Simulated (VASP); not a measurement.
Here is a VASP 6.6.1 calculation.

Contents of INCAR:

```
  PREC = Accurate
  ENCUT = 1000
  EDIFF = 1E-6
  ISMEAR = -1
  SIGMA = 0.05
  LREAL = Auto
  LASPH = True
  NELM = 120
  ALGO = Normal
  ISIF = 2
  LWAVE = False
  LCHARG = False
  GGA = PE
  IVDW = 12
  NBANDS = 43
  GGA_COMPAT = False
```

File KPOINTS:

```
Automatic mesh
0
Gamma
  1 1 1
```

File POSCAR:

```
H4C2O
1.0
    6.8873110000      0.0000000000      0.0000000000
    0.0000000000      6.8873110000      0.0000000000
    0.0000000000      0.0000000000      6.8873110000
C H O
6 12 3
Direct
    0.1251286605      0.9410348974      0.0141855072
    0.7391854383      0.1853408391      0.8271733337
    0.7469388271      0.5495032822      0.4331153334
    0.2268809990      0.5744041470      0.7024366984
    0.6889481250      0.7190179157      0.9123444549
    0.7069522489      0.0055754706      0.3418895996
    0.1998602938      0.8957487182      0.1416372805
   -0.0313039443      0.9593439297      0.0460992686
    0.1418841112      0.8416637495     -0.1043658403
    0.1663058340      1.0853001992     -0.0240296975
    0.8147301610      0.2247030808      0.9576451535
    0.5800376954      0.1717506295      0.8700057250
    0.8046681789      0.0609671902      0.7522239086
    0.7575670679      0.3106582525      0.7379803235
    0.8223238358      0.4159097796      0.4587566904
    0.7252322423      0.6088733324      0.5767417792
    0.6041254707      0.5239926003      0.3583982196
    0.8414604771      0.6489905857      0.3546522003
    0.2997831810      0.4279899659      0.6820949424
    0.5749704057      0.7748452190      1.0189753301
    0.5518409144     -0.0211258066      0.3898183195
```

Potentials or basis: VASP PAW PBE potentials, release 64 (C_h, H_h, O_h).

Run with:

```bash
$ cat potpaw_PBE.64/C_h/POTCAR potpaw_PBE.64/H_h/POTCAR potpaw_PBE.64/O_h/POTCAR > POTCAR
$ mpirun -np 1 vasp_gam > vasp.out
```

**Question.** Estimate the dispersion energy per atom.

**Answer.** -0.037 eV.

**Question.** Estimate the largest force.

**Answer.** 1.694 eV/Å.

**Question.** Estimate the pressure.

**Answer.** 0.9 GPa.

Stress tensor (GPa, compression positive):
```
-0.56 -0.15  0.50
-0.15  1.74 -0.47
 0.50 -0.47  1.54
```

Caveat: the k points lie up to 0.91 Å⁻¹ apart, too coarse for converged energies, forces and pressures; the atoms stand as in a frame of molecular dynamics.
